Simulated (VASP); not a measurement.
# SnO (Cmme) in VASP: single point with PBE+D3(BJ)

Aim: the single point of SnO with PBE+D3(BJ).

All numbers are computed with VASP 6.6.1; they aren't measurements. Logs are shortened: lines on timing, memory, paths and dates and some standing lists are left out, and cuts for length are marked.

## 1. The cell of the first run

Symmetry: Cmme, No. 67, orthorhombic system. Conventional cell: a = 5.365 Å, b = 5.488 Å, c = 4.762 Å, α = 90.00°, β = 90.00°, γ = 90.00°. Within 3.0 Å of Sn (site symmetry mm2) lie 4 O at 2.24 Å. O (site symmetry 222) has 4 Sn at 2.24 Å and 4 O at 2.68 to 2.74 Å within 3.0 Å.

## 2. Single point, PBE+D3(BJ) (strain +0.0225 x Voigt [0, 0, 0, 0, 0, 1])

INCAR

```
PREC = Accurate
ENCUT = 520
EDIFF = 1E-6
ISMEAR = 0
SIGMA = 0.15
LREAL = F
LASPH = T
NELM = 60
ALGO = Normal
ISIF = 2
LWAVE = F
LCHARG = T
GGA = PE
IVDW = 12
LELF = T
LVHAR = T
NBANDS = 28
```

KPOINTS

```
regular mesh
0
Gamma
  12 12 10
```

POSCAR

```
SnO
1.0
    3.8370963230      0.0431673336      0.0000000000
    0.0431673336      3.8370963230      0.0000000000
    0.0000000000      0.0000000000      4.7621286275
Sn O
2 2
Direct
    0.0000000000      0.5000000000      0.2432422108
    0.5000000000      0.0000000000      0.7567577892
    0.0000000000      0.0000000000      0.0000000000
    0.5000000000      0.5000000000      0.0000000000
```

Potentials or basis: VASP PAW PBE potentials, release 64 (Sn_d, O).

On the command line:

```console
$ cat potpaw_PBE.64/Sn_d/POTCAR potpaw_PBE.64/O/POTCAR > POTCAR
$ mpirun -np 1 vasp_std > vasp.out
```

OUTCAR:

```text
PREC = Accurate
   ENCUT = 520
   EDIFF = 1E-6
   ISMEAR = 0
   LREAL = F
   LASPH = T
   NELM = 60
   ISIF = 2
   GGA = PE
   IVDW = 12
 IVDW          = 12

 ion  position               nearest neighbor table
   1  0.000  0.500  0.243-   3 2.24   4 2.24   3 2.24   4 2.24   2 3.54   2 3.54   2 3.59   2 3.59
                             2 3.63   2 3.63   2 3.68   2 3.68
   2  0.500  0.000  0.757-   3 2.24   4 2.24   4 2.24   3 2.24   1 3.54   1 3.54   1 3.59   1 3.59
                             1 3.63   1 3.63   1 3.68   1 3.68
   3  0.000  0.000  0.000-   1 2.24   2 2.24   1 2.24   2 2.24
   4  0.500  0.500  0.000-   1 2.24   2 2.24   2 2.24   1 2.24

  LATTYP: Found a base centered orthorhombic cell.
 ALAT       =     5.3654258315
 B/A-ratio  =     1.0227560050
 C/A-ratio  =     0.8875583741

  Lattice vectors:

 A1 = (  -0.0431673336,  -3.8370963230,   0.0000000000)
 A2 = (   3.8370963230,   0.0431673336,   0.0000000000)
 A3 = (   0.0000000000,   0.0000000000,   4.7621286275)

Analysis of symmetry for initial positions (statically):
=====================================================================
 Subroutine PRICEL returns:
 Original cell was already a primitive cell.

 Routine SETGRP: Setting up the symmetry group for a
 base centered orthorhombic supercell.

 Subroutine GETGRP returns: Found  8 space group operations
 (whereof  4 operations were pure point group operations)
 out of a pool of  8 trial point group operations.

The static configuration has the point symmetry D_2 .
 The point group associated with its full space group is D_2h.

Analysis of symmetry for dynamics (positions and initial velocities):
=====================================================================
 Subroutine PRICEL returns:
 Original cell was already a primitive cell.

 Routine SETGRP: Setting up the symmetry group for a
 base centered orthorhombic supercell.

 Subroutine GETGRP returns: Found  8 space group operations
 (whereof  4 operations were pure point group operations)
 out of a pool of  8 trial point group operations.

The dynamic configuration has the point symmetry D_2 .
 The point group associated with its full space group is D_2h.

 Subroutine INISYM returns: Found  8 space group operations
 (whereof  4 operations are pure point group operations),
 and found     1 'primitive' translations

----------------------------------------------------------------------------------------

                                     Primitive cell

  volume of cell :      70.1054

  direct lattice vectors                    reciprocal lattice vectors
     3.837096323  0.043167334  0.000000000     0.260646722 -0.002932276  0.000000000
     0.043167334  3.837096323  0.000000000    -0.002932276  0.260646722  0.000000000
     0.000000000  0.000000000  4.762128628     0.000000000  0.000000000  0.209990128

  length of vectors
     3.837339132  3.837339132  4.762128628     0.260663216  0.260663216  0.209990128

  position of ions in fractional coordinates (direct lattice)
     0.000000000  0.500000000  0.243242211
     0.500000000  0.000000000  0.756757789
     0.000000000  0.000000000  0.000000000
     0.500000000  0.500000000  0.000000000

  ion indices of the primitive-cell ions
   primitive index   ion index
                 1           1
                 2           2
                 3           3
                 4           4

----------------------------------------------------------------------------------------

 KPOINTS: regular mesh

Automatic generation of k-mesh.
 Grid dimensions read from file:
 generate k-points for:   12   12   10

 Generating k-lattice:

  Cartesian coordinates                     Fractional coordinates (reciprocal lattice)
     0.021720560 -0.000244356  0.000000000     0.083333333  0.000000000  0.000000000
    -0.000244356  0.021720560  0.000000000     0.000000000  0.083333333  0.000000000
     0.000000000  0.000000000  0.020999013     0.000000000  0.000000000  0.100000000

  Length of vectors
     0.021721935  0.021721935  0.020999013

  Shift w.r.t. Gamma in fractional coordinates (k-lattice)
     0.000000000  0.000000000  0.000000000

 Subroutine IBZKPT returns following result:
 ===========================================

 Found    258 irreducible k-points:

 Following reciprocal coordinates:
            Coordinates               Weight
  0.000000  0.000000  0.000000      1.000000
  0.083333  0.000000  0.000000      4.000000
  0.166667  0.000000  0.000000      4.000000
  0.250000  0.000000  0.000000      4.000000
  0.333333  0.000000  0.000000      4.000000
  0.416667  0.000000  0.000000      4.000000
[... 16 lines left out ...]
  0.500000  0.166667  0.000000      4.000000
 -0.416667  0.166667  0.000000      4.000000
 [... further k-points ...]
   k-points           NKPTS =    258   k-points in BZ     NKDIM =    258   number of bands    NBANDS=     28
   number of dos      NEDOS =    301   number of ions     NIONS =      4
   total plane-waves  NPLWV =  32400
   dimension x,y,z NGX =    30 NGY =   30 NGZ =   36
   dimension x,y,z NGXF=    60 NGYF=   60 NGZF=   72
   ions per type =               2   2
   NGX,Y,Z   is equivalent  to a cutoff of  13.00, 13.00, 12.57 a.u.
   NGXF,Y,Z  is equivalent  to a cutoff of  25.99, 25.99, 25.14 a.u.
 SYSTEM =  unknown system
   PREC   = accura    normal or accurate (medium, high low for compatibility)
   ISTART =      0    job   : 0-new  1-cont  2-samecut
   ICHARG =      2    charge: 1-file 2-atom 10-const
   ISPIN  =      1    spin polarized calculation?
   LNONCOLLINEAR =      F non collinear calculations
   LSORBIT =      F    spin-orbit coupling
   LASPH  =      T    aspherical Exc in radial PAW
   ENCUT  =  520.0 eV  38.22 Ry    6.18 a.u.   7.13  7.13  8.85*2*pi/ulx,y,z
   NELM   =     60;   NELMIN=  2; NELMDL= -5     # of ELM steps
   EDIFF  = 0.1E-05   stopping-criterion for ELM
   LREAL  =      F    real-space projection
   EDIFFG = 0.1E-04   stopping-criterion for IOM
   NSW    =      0    number of steps for IOM
   IBRION =     -1    ionic relax: 0-MD 1-quasi-New 2-CG
   NFREE  =      0    steps in history (QN), initial steepest desc. (CG)
   ISIF   =      2    stress and relaxation
   ISYM   =      2    0-nonsym 1-usesym 2-fastsym
   POTIM  = 0.5000    time-step for ionic-motion
   TEBEG  =    0.0;   TEEND  =   0.0 temperature during run
   PSTRESS=    0.0 pullay stress
   NELECT =      40.0000    total number of electrons
   NUPDOWN=      -1.0000    fix difference up-down
   EMIN   =  10.00;   EMAX   =-10.00  energy-range for DOS
   EFERMI =   0.00;   METHOD = LEGACY
   ISMEAR =     0;   SIGMA  =   0.15  broadening in eV -4-tet -1-fermi 0-gaus
   EFERMI_NEDOS =   21; number of points for ismear=-14 and -15
   IALGO  =     38    algorithm
   IMIX   =      4    mixing-type and parameters
     AMIX     =   0.40;   BMIX     =  1.00
     AMIX_MAG =   1.60;   BMIX_MAG =  1.00
  volume/ion in A,a.u.               =      17.53       118.27
  Fermi-wavevector in a.u.,A,eV,Ry     =   1.357827  2.565920 25.084967  1.843693
  Thomas-Fermi vector in A             =   2.484712
   LORBIT       =      0    0 simple, 1 ext, 2 COOP (PROOUT), +10 PAW based schemes
   GGA     = PE    functional components
   LHFCALC =     F    Hartree Fock is set to
   AEXX    =    0.0000 exact exchange contribution
   IVDW    =    12    specifies the selected vdW correction
   LEPSILON=     F    determine dielectric tensor
   LRPA    =     F    only Hartree local field effects (RPA)
 non-spin polarized calculation
 Gauss-broadening in eV      SIGMA  =   0.15
  energy-cutoff  :      520.00
  volume of cell :       70.11
 maximum number of plane-waves:      1912
 NGX is ok and might be reduce to    30
   NGX = 15   NGY = 15   NGZ = 17

 number of electron      40.0000013 magnetization

 Free energy of the ion-electron system (eV)
  ---------------------------------------------------
  ext. energy  EPLUGINS =         0.00000000
  ---------------------------------------------------
  free energy    TOTEN  =       -22.68100190 eV

  energy without entropy =      -22.67981771  energy(sigma->0) =      -22.68040980

 E-fermi :   7.1930     XC(G=0): -10.2740

 val. band max:        7.1150306554   @ k =   0.5000   0.5000   0.0000
 cond. band min:       7.2367073179   @ k =   0.5000   0.5000   0.1000
 fundamental gap:      0.1216766624
 Fermi energy:         7.1929650074

 k-point     1 :       0.0000    0.0000    0.0000
  band No.  band energies     occupation
      1     -14.8379      2.00000
      2     -14.4549      2.00000
      3     -14.4376      2.00000
      4     -14.4366      2.00000
      5     -14.4070      2.00000
      6     -14.3990      2.00000
[... 20 lines left out ...]
     27      13.7662      0.00000
     28      14.1804      0.00000

 k-point     2 :       0.0833    0.0000    0.0000
  band No.  band energies     occupation
      1     -14.8339      2.00000
      2     -14.4531      2.00000
      3     -14.4363      2.00000
      4     -14.4354      2.00000
      5     -14.4074      2.00000
      6     -14.3966      2.00000
[... 20 lines left out ...]
     27      13.8850      0.00000
     28      14.7344      0.00000

 k-point     3 :       0.1667    0.0000    0.0000
  band No.  band energies     occupation
      1     -14.8224      2.00000
      2     -14.4477      2.00000
      3     -14.4475      2.00000
      4     -14.4324      2.00000
      5     -14.4089      2.00000
      6     -14.4017      2.00000
[... 20 lines left out ...]
     27      14.0194      0.00000
     28      15.9708      0.00000

 k-point     4 :       0.2500    0.0000    0.0000
  band No.  band energies     occupation
      1     -14.8043      2.00000
      2     -14.5104      2.00000
      3     -14.4394      2.00000
      4     -14.4262      2.00000
      5     -14.4084      2.00000
      6     -14.4062      2.00000
[... 578 lines left out ...]
     27      15.2453      0.00000
     28      15.3301      0.00000

 k-point    23 :       0.5000    0.1667    0.0000
  band No.  band energies     occupation
      1     -14.7249      2.00000
      2     -14.7199      2.00000
      3     -14.4201      2.00000
      4     -14.4139      2.00000
      5     -14.4079      2.00000
      6     -14.4047      2.00000
[... 20 lines left out ...]
     27      15.1854      0.00000
     28      15.4235      0.00000

 k-point    24 :      -0.4167    0.1667    0.0000
  band No.  band energies     occupation
      1     -14.7583      2.00000
      2     -14.6746      2.00000
      3     -14.4224      2.00000
      4     -14.4143      2.00000
      5     -14.4083      2.00000
      6     -14.4025      2.00000
[... 20 lines left out ...]
     27      15.1337      0.00000
     28      15.6111      0.00000

 [... further k-points ...]

------------------------ aborting loop because EDIFF is reached ----------------------------------------

 Edisp (eV)   -0.93887

 E8    (eV) :    -0.4074

  FORCE on cell =-STRESS in cart. coord.  units (eV):
  Direction    XX          YY          ZZ          XY          YZ          ZX
  --------------------------------------------------------------------------------------
  -------------------------------------------------------------------------------------
  Total       0.09993     0.09993     0.09899    -0.80839     0.00000     0.00000
  in kB       2.28374     2.28374     2.26224   -18.47484     0.00000     0.00000
  external pressure =        2.28 kB  Pullay stress =        0.00 kB

 VOLUME and BASIS-vectors are now :
 -----------------------------------------------------------------------------
  energy-cutoff  :      520.00
  volume of cell :       70.11
      direct lattice vectors                 reciprocal lattice vectors
     3.837096323  0.043167334  0.000000000     0.260646722 -0.002932276  0.000000000
     0.043167334  3.837096323  0.000000000    -0.002932276  0.260646722  0.000000000
     0.000000000  0.000000000  4.762128628     0.000000000  0.000000000  0.209990128

 POSITION                                       TOTAL-FORCE (eV/Angst)
 -----------------------------------------------------------------------------------
      0.02158      1.91855      1.15835         0.000000      0.000000      0.086040
      1.91855      0.02158      3.60378         0.000000      0.000000     -0.086040
      0.00000      0.00000      0.00000        -0.000000      0.000000      0.000000
      1.94013      1.94013      0.00000         0.000000      0.000000      0.000000
 -----------------------------------------------------------------------------------
    total drift:                                0.000000      0.000000     -0.000000

  FREE ENERGIE OF THE ION-ELECTRON SYSTEM (eV)
  ---------------------------------------------------
  free  energy   TOTEN  =       -23.6198754350 eV

  energy  without entropy=      -23.6186912432  energy(sigma->0) =      -23.61928334
```

It took 6.9 min on 1 thread of Intel Xeon Platinum 8375C at 2.90GHz (Ice Lake), shared host; peak memory 0.49 GiB.

What came out:

```
Free energy                : -23.6199 eV
Pressure                   : 0.2 GPa
Largest force              : 0.086 eV/Å
Band gap on the k mesh     : zero (bands 20 and 21 overlap by 0.02 eV)
Dispersion energy per atom : -0.235 eV
```

Forces on the atoms (eV/Å):
```
Sn   0.000  0.000  0.086
Sn   0.000  0.000 -0.086
O    0.000  0.000  0.000
O    0.000  0.000  0.000
```

Caveat: the cell differs from its parent crystal (strain +0.0225 x Voigt [0, 0, 0, 0, 0, 1]); semilocal functionals underestimate gaps, so a narrow gap can read as zero; spin-orbit coupling is left out, which moves the levels of the heavy elements.
